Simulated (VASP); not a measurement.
# ScW (P4/mmm) in VASP: a series of runs

The runs below take ScW through single point, relaxation of cell and atoms, with PBE.

Program: VASP 6.6.1. These are calculated values, not measurements. Logs are shortened: lines on timing, memory, paths and dates and some standing lists are left out, and cuts for length are marked.

## (1) The cell of the first run

Symmetry: P4/mmm, No. 123, tetragonal system. The conventional cell has a = 3.044 Å, b = 3.044 Å, c = 3.990 Å, α = 90.00°, β = 90.00°, γ = 90.00°. Within 4.0 Å of Sc (site symmetry 4/mmm) lie 8 W at 2.93 Å and 6 Sc at 3.04 to 3.99 Å. Within 4.0 Å of W (site symmetry 4/mmm) lie 8 Sc at 2.93 Å and 6 W at 3.04 to 3.99 Å.

## (2) Single point, PBE

The input, INCAR:

```
PREC = Accurate
ENCUT = 520
EDIFF = 1E-6
ISMEAR = 0
SIGMA = 0.1
LREAL = F
LASPH = T
NELM = 60
ALGO = Normal
ISIF = 2
LWAVE = F
LCHARG = F
GGA = PE
NBANDS = 20
```

The input, KPOINTS:

```
Automatic mesh
0
Gamma
  6 6 4
```

The input, POSCAR:

```
ScW
1.0
    3.0439793960      0.0000000000      0.0000000000
    0.0000000000      3.0439793960      0.0000000000
    0.0000000000      0.0000000000      3.9897872797
Sc W
1 1
Direct
    0.5000000000      0.5000000000      0.5000000000
    0.0000000000      0.0000000000      0.0000000000
```

Potentials or basis: VASP PAW PBE potentials, release 64 (Sc_sv, W_sv).

Launch:

```bash
cat potpaw_PBE.64/Sc_sv/POTCAR potpaw_PBE.64/W_sv/POTCAR > POTCAR
mpirun -np 1 vasp_std > vasp.out
```

OUTCAR:

```text
PREC = Accurate
   ENCUT = 520
   EDIFF = 1E-6
   ISMEAR = 0
   LREAL = F
   LASPH = T
   NELM = 60
   ISIF = 2
   GGA = PE

 ion  position               nearest neighbor table
   1  0.500  0.500  0.500-   2 2.93   2 2.93   2 2.93   2 2.93   2 2.93   2 2.93   2 2.93   2 2.93

   2  0.000  0.000  0.000-   1 2.93   1 2.93   1 2.93   1 2.93   1 2.93   1 2.93   1 2.93   1 2.93

  LATTYP: Found a simple tetragonal cell.
 ALAT       =     3.0439793960
 C/A-ratio  =     1.3107142857

  Lattice vectors:

 A1 = (   3.0439793960,   0.0000000000,   0.0000000000)
 A2 = (   0.0000000000,   3.0439793960,   0.0000000000)
 A3 = (   0.0000000000,   0.0000000000,   3.9897872797)

Analysis of symmetry for initial positions (statically):
=====================================================================
 Subroutine PRICEL returns:
 Original cell was already a primitive cell.

 Routine SETGRP: Setting up the symmetry group for a
 simple tetragonal supercell.

 Subroutine GETGRP returns: Found 16 space group operations
 (whereof 16 operations were pure point group operations)
 out of a pool of 16 trial point group operations.

The static configuration has the point symmetry D_4h.

Analysis of symmetry for dynamics (positions and initial velocities):
=====================================================================
 Subroutine PRICEL returns:
 Original cell was already a primitive cell.

 Routine SETGRP: Setting up the symmetry group for a
 simple tetragonal supercell.

 Subroutine GETGRP returns: Found 16 space group operations
 (whereof 16 operations were pure point group operations)
 out of a pool of 16 trial point group operations.

The dynamic configuration has the point symmetry D_4h.

 Subroutine INISYM returns: Found 16 space group operations
 (whereof 16 operations are pure point group operations),
 and found     1 'primitive' translations

----------------------------------------------------------------------------------------

                                     Primitive cell

  volume of cell :      36.9686

  direct lattice vectors                    reciprocal lattice vectors
     3.043979396  0.000000000  0.000000000     0.328517335  0.000000000  0.000000000
[... 74 lines left out ...]
   NGX,Y,Z   is equivalent  to a cutoff of  13.11, 13.11, 12.50 a.u.
   NGXF,Y,Z  is equivalent  to a cutoff of  26.22, 26.22, 25.00 a.u.
 SYSTEM =  unknown system
   PREC   = accura    normal or accurate (medium, high low for compatibility)
   ISTART =      0    job   : 0-new  1-cont  2-samecut
   ICHARG =      2    charge: 1-file 2-atom 10-const
   ISPIN  =      1    spin polarized calculation?
   LNONCOLLINEAR =      F non collinear calculations
   LSORBIT =      F    spin-orbit coupling
   LASPH  =      T    aspherical Exc in radial PAW
   ENCUT  =  520.0 eV  38.22 Ry    6.18 a.u.   5.66  5.66  7.42*2*pi/ulx,y,z
   NELM   =     60;   NELMIN=  2; NELMDL= -5     # of ELM steps
   EDIFF  = 0.1E-05   stopping-criterion for ELM
   LREAL  =      F    real-space projection
   EDIFFG = 0.1E-04   stopping-criterion for IOM
   NSW    =      0    number of steps for IOM
   IBRION =     -1    ionic relax: 0-MD 1-quasi-New 2-CG
   NFREE  =      0    steps in history (QN), initial steepest desc. (CG)
   ISIF   =      2    stress and relaxation
   ISYM   =      2    0-nonsym 1-usesym 2-fastsym
   POTIM  = 0.5000    time-step for ionic-motion
   TEBEG  =    0.0;   TEEND  =   0.0 temperature during run
   PSTRESS=    0.0 pullay stress
   NELECT =      25.0000    total number of electrons
   NUPDOWN=      -1.0000    fix difference up-down
   EMIN   =  10.00;   EMAX   =-10.00  energy-range for DOS
   EFERMI =   0.00;   METHOD = LEGACY
   ISMEAR =     0;   SIGMA  =   0.10  broadening in eV -4-tet -1-fermi 0-gaus
   EFERMI_NEDOS =   21; number of points for ismear=-14 and -15
   IALGO  =     38    algorithm
   IMIX   =      4    mixing-type and parameters
     AMIX     =   0.40;   BMIX     =  1.00
     AMIX_MAG =   1.60;   BMIX_MAG =  1.00
  volume/ion in A,a.u.               =      18.48       124.74
  Fermi-wavevector in a.u.,A,eV,Ry     =   1.436957  2.715455 28.093929  2.064846
  Thomas-Fermi vector in A             =   2.556088
   LORBIT       =      0    0 simple, 1 ext, 2 COOP (PROOUT), +10 PAW based schemes
   GGA     = PE    functional components
   LHFCALC =     F    Hartree Fock is set to
   AEXX    =    0.0000 exact exchange contribution
   IVDW    =     0    specifies the selected vdW correction
   LEPSILON=     F    determine dielectric tensor
   LRPA    =     F    only Hartree local field effects (RPA)
 non-spin polarized calculation
 Gauss-broadening in eV      SIGMA  =   0.10
  energy-cutoff  :      520.00
  volume of cell :       36.97
 maximum number of plane-waves:      1016
 NGX is ok and might be reduce to    24
   NGX = 11   NGY = 11   NGZ = 15

 number of electron      24.9999999 magnetization

 Free energy of the ion-electron system (eV)
  ---------------------------------------------------
  ext. energy  EPLUGINS =         0.00000000
  ---------------------------------------------------
  free energy    TOTEN  =       -18.11305747 eV

  energy without entropy =      -18.10173541  energy(sigma->0) =      -18.10739644

 E-fermi :   7.1464     XC(G=0): -11.9391

 val. band max:        7.1357347680   @ k =   0.1667   0.0000   0.0000
 cond. band min:       7.1686084963   @ k =   0.5000   0.3333   0.2500
 fundamental gap:      0.0328737283
 Fermi energy:         7.1464366821

 k-point     1 :       0.0000    0.0000    0.0000
  band No.  band energies     occupation
      1     -66.4760      2.00000
      2     -41.4186      2.00000
      3     -30.6672      2.00000
      4     -30.5178      2.00000
      5     -30.5178      2.00000
      6     -20.0458      2.00000
[... 541 lines left out ...]
     19      12.2969      0.00000
     20      12.4513      0.00000

 [... further k-points ...]
[... 5 lines left out ...]
  --------------------------------------------------------------------------------------
  -------------------------------------------------------------------------------------
  Total       -0.1368718     -0.1368718      1.4023425      0.0000000      0.0000000      0.0000000
  in kB       -5.9318666     -5.9318666     60.7759162      0.0000000      0.0000000      0.0000000
  external PRESSURE =      16.3040610 kB  Pullay stress =       0.0000000 kB

 VOLUME and BASIS-vectors are now :
 -----------------------------------------------------------------------------
  energy-cutoff  :      520.00
  volume of cell :       36.97
      direct lattice vectors                 reciprocal lattice vectors
     3.043979396  0.000000000  0.000000000     0.328517335  0.000000000  0.000000000
     0.000000000  3.043979396  0.000000000     0.000000000  0.328517335  0.000000000
     0.000000000  0.000000000  3.989787280     0.000000000  0.000000000  0.250639929

 POSITION                                       TOTAL-FORCE (eV/Angst)
 -----------------------------------------------------------------------------------
      1.52199      1.52199      1.99489         0.000000      0.000000      0.000000
      0.00000      0.00000      0.00000         0.000000      0.000000      0.000000
 -----------------------------------------------------------------------------------
    total drift:                                0.000000      0.000000     -0.000000

  FREE ENERGIE OF THE ION-ELECTRON SYSTEM (eV)
  ---------------------------------------------------
  free  energy   TOTEN  =       -18.1130574698 eV

  energy  without entropy=      -18.1017354113  energy(sigma->0) =      -18.10739644
```

stdout:

```text
POSCAR found type information on POSCAR ScW
 POSCAR found :  2 types and       2 ions
 scaLAPACK will be used
 LDA part: xc-table for (Slater+PW92), standard interpolation
 POSCAR, INCAR and KPOINTS ok, starting setup
 FFT: planning ... GRIDC
 FFT: planning ... GRID_SOFT
 FFT: planning ... GRID
 WAVECAR not read
 entering main loop
```

Run time: 9 s. Hardware: 1 thread of Intel Xeon 6975P-C (Granite Rapids), shared host; peak memory 0.15 GiB.

Results:

| Item | Value |
| --- | --- |
| Free energy | -18.1131 eV |
| Pressure | 1.6 GPa |
| Band gap on the k mesh | zero (an odd number of electrons rules out a gap without spin polarisation) |

Levels at points of the mesh, in eV from the Fermi level:
| k point | band 10 | band 11 | band 12 | band 13 | band 14 | band 15 |
| --- | --- | --- | --- | --- | --- | --- |
| (0.00, 0.00, 0.00) | -3.46 | -2.93 | 0.48 | 0.48 | 1.81 | 2.39 |
| (0.50, 0.00, 0.00) | -1.90 | -1.43 | -1.23 | 0.72 | 0.76 | 0.83 |
| (0.50, 0.50, 0.00) | -3.37 | -2.43 | -2.43 | 2.55 | 2.55 | 4.47 |
| (0.00, 0.00, 0.50) | -3.16 | -2.22 | 0.37 | 0.61 | 1.26 | 1.26 |
| (0.50, 0.00, 0.50) | -3.35 | -0.11 | 0.23 | 0.31 | 0.74 | 0.91 |
| (0.50, 0.50, 0.50) | -1.53 | -1.53 | -0.93 | 0.14 | 0.14 | 1.53 |

Caveat: the k points lie up to 0.39 Å⁻¹ apart, too coarse for converged energies and pressures of a metal; spin-orbit coupling is left out, which moves the levels of the heavy elements.

## (3) Single point, PBE

This run uses another cell than the first one, of 18.43 Å³/atom.

The input, INCAR:

```
PREC = Accurate
ENCUT = 520
EDIFF = 1E-6
ISMEAR = 0
SIGMA = 0.1
LREAL = F
LASPH = T
NELM = 60
ALGO = Fast
ISIF = 2
LWAVE = F
LCHARG = T
GGA = PE
LELF = T
LVHAR = T
NBANDS = 20
```

The input, KPOINTS:

```
Automatic mesh
0
Gamma
  18 18 14
```

The input, POSCAR:

```
ScW
1.0
    2.7847115191      0.0000000000      0.0000000000
    0.0000000000      2.7847115191      0.0000000000
    0.0000000000      0.0000000000      4.7540057684
Sc W
1 1
Direct
    0.5000000000      0.5000000000      0.5000000000
    0.0000000000      0.0000000000      0.0000000000
```

Potentials or basis: VASP PAW PBE potentials, release 64 (Sc_sv, W_sv).

Launch:

```bash
cat potpaw_PBE.64/Sc_sv/POTCAR potpaw_PBE.64/W_sv/POTCAR > POTCAR
mpirun -np 1 vasp_std > vasp.out
```

It took 2.3 min on 1 thread of Intel Xeon 6975P-C (Granite Rapids), shared host; peak memory 0.41 GiB.

The run converged. Its results:

* Free energy: -18.5345 eV
* Pressure: 0.2 GPa
* Band gap on the k mesh: zero (an odd number of electrons rules out a gap without spin polarisation)

Stress tensor (GPa, compression positive):
```
0.26 0.00 0.00
0.00 0.26 0.00
0.00 0.00 0.17
```

Levels at points of the mesh, in eV from the Fermi level:
```tsv
k point	band 9	band 10	band 11	band 12	band 13	band 14	band 15	band 16	band 17	band 18
(0.00, 0.00, 0.00)	-7.20	-3.65	-3.04	0.20	0.99	1.53	1.53	1.70	4.12	5.05
(0.50, 0.00, 0.00)	-3.44	-2.31	-1.38	-1.28	-0.51	0.62	1.36	2.93	2.93	4.14
(0.50, 0.50, 0.00)	-4.14	-2.98	-2.54	-2.54	3.93	4.15	4.15	4.17	4.17	4.69
(0.00, 0.00, 0.50)	-6.10	-3.80	-2.85	-1.00	-0.18	0.93	2.34	2.34	3.69	3.69
(0.50, 0.00, 0.50)	-4.00	-3.54	-1.19	0.74	0.75	0.99	1.06	1.86	4.26	4.68
(0.50, 0.50, 0.50)	-3.70	-1.74	-1.44	-1.44	0.36	0.36	1.04	2.96	6.05	6.39
```

Caveat: spin-orbit coupling is left out, which moves the levels of the heavy elements.

(Part 1 of 2 ends here.)

The gap in the log of VASP goes by the Fermi energy; the results here count the filled bands.